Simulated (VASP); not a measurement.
Runs of VASP 6.6.1 on Fe. The structure is that of space group P6_3/mmc (No. 194), or close to it. The cells are those of the table. This isn't the form of Fe at room conditions, which is bcc.

| level | potentials or basis | spin | fixed moment (μB) | cell | k mesh | cutoff (eV) | grid for exact exchange (PRECFOCK) | share of exact exchange | screening parameter | gap on the mesh (eV) | pressure (GPa) | moment (μB) |
| --- | --- | --- | --- | --- | --- | --- | --- | --- | --- | --- | --- | --- |
| PBE | VASP PAW PBE potentials, release 64 (Fe_sv) | collinear, ferromagnetic start | 7.5 | a = 2.434, b = 2.434, c = 3.842 Å, angles 90.0, 90.0, 120.0°, 2 atoms | 10 × 10 × 6 | 690 | - | - | - | - | 122.5 | 7.50 |
| PBE-based screened hybrid with 25 % exact exchange | VASP PAW PBE potentials, release 64 (Fe) | collinear, ferromagnetic start | - | a = 2.434, b = 2.434, c = 3.842 Å, angles 90.0, 90.0, 120.0°, 2 atoms | 6 × 6 × 4 | 520 | Normal | 0.25 | 0.3 1/Å | none | 63.6 | 5.36 |
| PBE | VASP PAW PBE potentials, release 64 (Fe_sv) | collinear, zero start | 0.0 | a = 2.434, b = 2.434, c = 3.842 Å, angles 90.0, 90.0, 120.0°, 2 atoms | 10 × 10 × 6 | 690 | - | - | - | - | 8.6 | 0.00 |
| PBE-based screened hybrid with 25 % exact exchange | VASP PAW PBE potentials, release 64 (Fe) | collinear, ferromagnetic start | - | a = 2.418, b = 2.418, c = 3.816 Å, angles 90.0, 90.0, 120.0°, 2 atoms | 6 × 6 × 4 | 520 | Normal | 0.25 | 0.3 1/Å | none | (b) | 5.36 |
| PBE | VASP PAW PBE potentials, release 64 (Fe_sv) | collinear, ferromagnetic start | 3.0 | a = 2.434, b = 2.434, c = 3.842 Å, angles 90.0, 90.0, 120.0°, 2 atoms | 10 × 10 × 6 | 690 | - | - | - | - | 28.8 | 3.00 |
| PBE | VASP PAW PBE potentials, release 64 (Fe_sv) | collinear, ferromagnetic start | 4.5 | a = 2.434, b = 2.434, c = 3.842 Å, angles 90.0, 90.0, 120.0°, 2 atoms | 10 × 10 × 6 | 690 | - | - | - | - | 49.1 | 4.50 |
| PBE | VASP PAW PBE potentials, release 64 (Fe_sv) | collinear, ferromagnetic start | 1.5 | a = 2.434, b = 2.434, c = 3.842 Å, angles 90.0, 90.0, 120.0°, 2 atoms | 10 × 10 × 6 | 690 | - | - | - | - | (a) | 1.50 |
| PBEsol | VASP PAW PBE potentials, release 64 (Fe_sv) | off | - | a = 2.434, b = 2.434, c = 3.842 Å, angles 90.0, 90.0, 120.0°, 2 atoms | 12 × 12 × 7 | 690 | - | - | - | none | -3.4 | - |

Alike in all rows: task single point; smearing fermi-dirac 0.05 eV.

Q: Estimate the missing entries.

A: (a) 14.3; (b) 72.9.

Caveats: some runs use coarse meshes; the total moment is fixed, so each spin has its own Fermi level and the state may be an excited one (at least some runs); the PAW data sets were made with another functional, which shifts forces and pressure a little (at least some runs); the stress differs along the axes, from 119 to 129 GPa (at least some runs); the cell stands under pressure (at least some runs); the total moment is fixed, so each spin has its own Fermi level (at least some runs); the stress differs along the axes, from 25 to 37 GPa (at least some runs); the stress differs along the axes, from 42 to 64 GPa (at least some runs).

A gap of «none» marks levels without a gap at the run's occupations.

The runs don't all hold the same shells in valence.
